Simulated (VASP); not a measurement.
A run of VASP 6.6.1 is set up as follows.

File INCAR:

```
  PREC = Accurate
  ENCUT = 520
  EDIFF = 1E-6
  ISMEAR = 0
  SIGMA = 0.15
  LREAL = F
  LASPH = T
  NELM = 80
  ALGO = Fast
  ISIF = 2
  LWAVE = F
  LCHARG = T
  LELF = T
  LVHAR = T
  NBANDS = 12
```

KPOINTS

```
regular mesh
0
Gamma
  20 20 20
```

Contents of POSCAR:

```
Ti
1.0
    0.0000000000      1.9305153388      2.0005340298
    1.8955059932      0.0000000000      2.0005340298
    1.8955059932      1.9305153388      0.0000000000
Ti
1
Direct
    0.0000000000      0.0000000000      0.0000000000
```

Potentials or basis: VASP PAW LDA potentials, release 64 (Ti_sv).

The run is started by

```bash
$ cat potpaw_LDA.64/Ti_sv/POTCAR > POTCAR
$ mpirun -np 1 vasp_std > vasp.out
```

(1) Predict the pressure.

(2) What does it give for the band gap on the k mesh?

Results:

(1) 12.4 GPa.

(2) zero (bands 6 and 7 overlap by 1.38 eV).

Caveat: the cell differs from its parent crystal (normal strain along x -0.0525, normal strain along y -0.0350); the cell stands under pressure.
